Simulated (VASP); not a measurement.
Wanted: the native input for a VASP 6.6.1 run.

* Task: single point
* Functional: BLYP
* Potentials or basis: VASP PAW PBE potentials, release 64 (V_sv)
* Cutoff: 520 eV
* k mesh: 17 × 17 × 17
* Occupations: fermi-dirac, width 0.1 eV
* Spin: no spin polarisation
* Dipole correction: no
* Further INCAR settings: ALGO = Normal; EDIFF = 1e-06; NBANDS = 20

The structure of V lies in POSCAR:

```
V
1.0
    0.0000000000      2.7410799200      2.7410799200
    2.7410799200      0.0000000000      2.7410799200
    2.7410799200      2.7410799200      0.0000000000
V
2
Direct
    0.1250000000      0.1250000000      0.1250000000
    0.8750000000      0.8750000000      0.8750000000
```

This isn't the form of V at room conditions, which is bcc.

One way to write it, as run:

INCAR

```
PREC = Accurate ; ENCUT = 520
EDIFF = 1E-6 ; ISMEAR = -1
SIGMA = 0.1 ; LREAL = False
LASPH = True ; NELM = 80
ALGO = Normal ; ISIF = 2
LWAVE = False ; LCHARG = False
GGA = B5 ; ALDAX = 1.0
AGGAX = 1.0 ; AGGAC = 1.0
ALDAC = 0.0 ; NBANDS = 20
```

KPOINTS

```
Automatic mesh
0
Gamma
  17 17 17
```

Potentials or basis: VASP PAW PBE potentials, release 64 (V_sv).

The run is started by

```console
$ cat potpaw_PBE.64/V_sv/POTCAR > POTCAR
$ mpirun -np 1 vasp_std > vasp.out
```

Results of the run:

```
Pressure               : -1.7 GPa
Band gap on the k mesh : zero (bands 13 and 14 overlap by 0.81 eV)
```

Caveat: the PAW data sets were made with another functional, which shifts forces and pressure a little.

Wall time 2.5 min on 1 thread of Intel Xeon 8259CL (shared host), peak memory 0.24 GiB.
